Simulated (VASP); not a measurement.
Here is a VASP 6.6.1 calculation.

The input POSCAR:

```
CsH
1.0
    3.8184090000      0.0000000000      0.0000000000
    0.0000000000      3.8184090000      0.0000000000
    0.0000000000      0.0000000000      3.8184090000
Cs H
1 1
Direct
    0.0000000000      0.0000000000      0.0000000000
    0.5000000000      0.5000000000      0.5000000000
```

File INCAR.step1:

```
PREC = Accurate
ENCUT = 520
ISMEAR = 0
SIGMA = 0.01
LREAL = False
LASPH = True
NELM = 60
NBANDS = 12
GGA = PE
ALGO = Normal
EDIFF = 1E-4
LWAVE = True
LCHARG = False
```

Contents of INCAR.step2:

```
PREC = Accurate
ENCUT = 520
EDIFF = 1E-7
ISMEAR = 0
SIGMA = 0.01
LREAL = False
LASPH = True
NELM = 60
ALGO = Normal
ISIF = 2
LWAVE = False
LCHARG = True
METAGGA = R2SCAN
LMIXTAU = True
LELF = True
LVHAR = True
NBANDS = 12
ISTART = 1
```

The input KPOINTS:

```
Automatic mesh
0
Gamma
  4 4 4
```

Potentials or basis: VASP PAW PBE potentials, release 64 (Cs_sv, H).

The run is started by

```console
$ cat potpaw_PBE.64/Cs_sv/POTCAR potpaw_PBE.64/H/POTCAR > POTCAR
$ cp INCAR.step1 INCAR
$ mpirun -np 1 vasp_std > vasp.out
$ cp INCAR.step2 INCAR
$ mpirun -np 1 vasp_std > vasp.out
```

(1) What does it give for the band gap on the k mesh?

(2) What does it give for the pressure?

Results:

(1) 3.15 eV, direct.

(2) 0.0 GPa.

Caveat: the PAW data sets were made with another functional, which shifts forces and pressure a little; spin-orbit coupling is left out, which moves the levels of the heavy elements.
